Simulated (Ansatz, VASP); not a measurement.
## One calculation of Rh, two programs

```
CELL_PARAMETERS angstrom
-0.09091 1.85720 1.85720
1.85720 -0.09091 1.85720
1.85720 1.85720 -0.09091
ATOMIC_POSITIONS crystal
Rh 0.00000 0.00000 0.00000
```

Alike in both runs: task single point; functional r2SCAN; k mesh 8 × 8 × 8; occupations gaussian, width 0.15 eV; no spin polarisation.

|  | VASP | Ansatz |
| --- | --- | --- |
| version | VASP 6.6.1 | Ansatz 0.2.0 |
| potentials or method | VASP PAW PBE potentials, release 64 (Rh_sv_GW), cutoff 680 eV | scalar-relativistic, plane waves, PAW |
| valence electrons in the cell | 17 | 17 |

Ansatz gave:

* gap on the k mesh at the Fermi level (eV): none
* pressure (GPa): 2.0
* traceless stress, the component that is largest in VASP (GPa): 8.90

Problem. Estimate VASP's values.

Solution. gap on the k mesh at the Fermi level (eV): none; pressure (GPa): 2.1; traceless stress, the component that is largest in VASP (GPa): 8.92.

VASP's potentials were made for PBE, not for r2SCAN. A gap of «none» marks a metal or a gap that the smearing closes.
